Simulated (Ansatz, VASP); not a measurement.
## Two plane-wave programs on HfO2

POSCAR

```
HfO2
1.0
    0.0000000000      2.5488307096      2.5488307096
    2.5488307096      0.0000000000      2.5488307096
    2.5488307096      2.5488307096      0.0000000000
Hf O
1 2
Direct
    0.0000000000      0.0000000000      0.0000000000
    0.7500000000      0.7500000000      0.7500000000
    0.2500000000      0.2500000000      0.2500000000
```

File INCAR.step1:

```
  PREC = Accurate
  ENCUT = 520
  ISMEAR = 0
  SIGMA = 0.02
  LREAL = False
  LASPH = True
  NELM = 80
  NBANDS = 18
  GGA = PE
  ALGO = Normal
  EDIFF = 1E-4
  LWAVE = True
  LCHARG = False
```

Contents of INCAR.step2:

```
  PREC = Accurate
  ENCUT = 520
  EDIFF = 1E-7
  ISMEAR = 0
  SIGMA = 0.02
  LREAL = False
  LASPH = True
  NELM = 80
  ALGO = Normal
  ISIF = 2
  LWAVE = False
  LCHARG = False
  METAGGA = R2SCAN
  LMIXTAU = True
  NBANDS = 18
  ISTART = 1
```

The input KPOINTS:

```
Automatic mesh
0
Gamma
  8 8 8
```

Input for Ansatz:

```yaml
crystal:
  lattice:
    - [0.0, 2.5488307096, 2.5488307096]
    - [2.5488307096, 0.0, 2.5488307096]
    - [2.5488307096, 2.5488307096, 0.0]
  atoms:
    - { symbol: Hf, position: [0.0, 0.0, 0.0] }
    - { symbol: O, position: [0.75, 0.75, 0.75] }
    - { symbol: O, position: [0.25, 0.25, 0.25] }
basis:
  ecutwfc: 500
kpoints:
  mp_grid: { grid: [8, 8, 8] }
  band_path:
    path:
      - [[0.0, 0.0, 0.0], [0.5, 0.0, 0.5], [0.625, 0.25, 0.625]]
      - [[0.375, 0.375, 0.75], [0.0, 0.0, 0.0], [0.5, 0.5, 0.5], [0.5, 0.25, 0.75], [0.5, 0.0, 0.5]]
    npoints: 14
hamiltonian:
  xc: r2scan
scf:
  occupations: { method: gaussian, width: 0.02 }
  n_extra_bands: 7
output:
  forces: true
  stress: true
  eigenvalues: true
  populations: true
  dos: { projected: true, de: 0.02, nscf_kmesh: { grid: [12, 12, 12] } }
  bader: true
  write_density: true
  write_potential: true
  elf: true
  volumetric_format: npy
```

Alike in both runs: task single point; functional r2SCAN; k mesh 8 × 8 × 8; occupations gaussian, width 0.02 eV; no spin polarisation.

|  | VASP | Ansatz |
| --- | --- | --- |
| version | VASP 6.6.1 | Ansatz 0.2.0 |
| potentials or method | VASP PAW PBE potentials, release 64 (Hf_pv, O), cutoff 520 eV | scalar-relativistic, plane waves, PAW |
| valence electrons in the cell | 22 | 38 |

|  | VASP | Ansatz | Ansatz less VASP |
| --- | --- | --- | --- |
| gap on the k mesh at the Fermi level (eV) | 4.25 | 4.24 | -0.005 |
| least direct gap on the mesh (eV) | 4.25 | 4.24 | -0.005 |
| pressure (GPa) | -9.7 | -6.0 | +3.75 |

VASP's potentials were made for PBE, not for r2SCAN. With one functional, cell and mesh, what is left measures potentials, basis and numerics. VASP's potentials hold 22 valence electrons a cell and Ansatz's 38, so a difference there can come from the potentials and not from the codes.

Neither program's run includes spin-orbit coupling.
